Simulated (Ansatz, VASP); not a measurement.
LiNbO3: VASP beside Ansatz

The input INCAR:

```
ALGO     = Normal         # electronic algorithm
EDIFF    = 1E-7           # SCF threshold, eV
ENCUT    = 520            # plane-wave cutoff, eV
GGA      = PE             # functional
ISIF     = 2              # what is computed and relaxed
ISMEAR   = 0              # smearing method
LASPH    = T              # aspherical terms in the spheres
LCHARG   = F              # write CHGCAR
LREAL    = F              # projectors in reciprocal space
LWAVE    = F              # write WAVECAR
NBANDS   = 45             # bands
NELM     = 80             # most SCF steps
PREC     = Accurate       # precision mode
SIGMA    = 0.05           # smearing width, eV
```

The input KPOINTS:

```
k-points
0
Gamma
  6 6 6
```

The input POSCAR:

```
LiNbO3
1.0
    2.5673232890      1.4822447920      4.6968323798
   -2.5673232890      1.4822447920      4.6968323798
    0.0000000000     -2.9644895840      4.6968323798
Li Nb O
2 2 6
Direct
    0.2815913687      0.2815913687      0.2815913687
    0.7815913687      0.7815913687      0.7815913687
    0.0004900497      0.0004900497      0.0004900497
    0.5004900497      0.5004900497      0.5004900497
    0.1104619503      0.3580262714      0.7211003599
    0.7211003599      0.1104619503      0.3580262714
    0.3580262714      0.7211003599      0.1104619503
    0.2211003599      0.8580262714      0.6104619503
    0.8580262714      0.6104619503      0.2211003599
    0.6104619503      0.2211003599      0.8580262714
```

Input for Ansatz:

```yaml
crystal:
  lattice:
    - [2.567323289, 1.482244792, 4.6968323798]
    - [-2.567323289, 1.482244792, 4.6968323798]
    - [0.0, -2.964489584, 4.6968323798]
  atoms:
    - { symbol: Li, position: [0.2815913687, 0.2815913687, 0.2815913687] }
    - { symbol: Li, position: [0.7815913687, 0.7815913687, 0.7815913687] }
    - { symbol: Nb, position: [0.0004900497, 0.0004900497, 0.0004900497] }
    - { symbol: Nb, position: [0.5004900497, 0.5004900497, 0.5004900497] }
    - { symbol: O, position: [0.1104619503, 0.3580262714, 0.7211003599] }
    - { symbol: O, position: [0.7211003599, 0.1104619503, 0.3580262714] }
    - { symbol: O, position: [0.3580262714, 0.7211003599, 0.1104619503] }
    - { symbol: O, position: [0.2211003599, 0.8580262714, 0.6104619503] }
    - { symbol: O, position: [0.8580262714, 0.6104619503, 0.2211003599] }
    - { symbol: O, position: [0.6104619503, 0.2211003599, 0.8580262714] }
basis:
  ecutwfc: 520.0
kpoints:
  mp_grid: { grid: [6, 6, 6] }
hamiltonian:
  xc: pbe
  pseudopotentials: { kind: paw, azcp: { folder: soft_1 } }
scf:
  occupations: { method: gaussian, width: 0.05 }
output:
  forces: true
  stress: true
  eigenvalues: true
```

Alike in both runs: task single point; functional PBE; k mesh 6 × 6 × 6; occupations gaussian, width 0.05 eV; no spin polarisation.

|  | VASP | Ansatz |
| --- | --- | --- |
| version | VASP 6.6.1 | Ansatz 0.2.0 |
| potentials or method | VASP PAW PBE potentials, release 64 (Li_sv, Nb_sv, O), cutoff 520 eV | scalar-relativistic, plane waves, PAW |
| valence electrons in the cell | 68 | 68 |

|  | VASP | Ansatz | Ansatz less VASP |
| --- | --- | --- | --- |
| gap on the k mesh at the Fermi level (eV) | 3.64 | 3.66 | +0.014 |
| least direct gap on the mesh (eV) | 3.65 | 3.67 | +0.013 |
| rms of the force components (eV/Å) | 0.140 | 0.135 | -0.0046 |

Atom by atom the forces differ by 0.012 eV/Å (rms over components).

Noted on VASP's run: the cutoff is short for stress, so the pressure is rough.
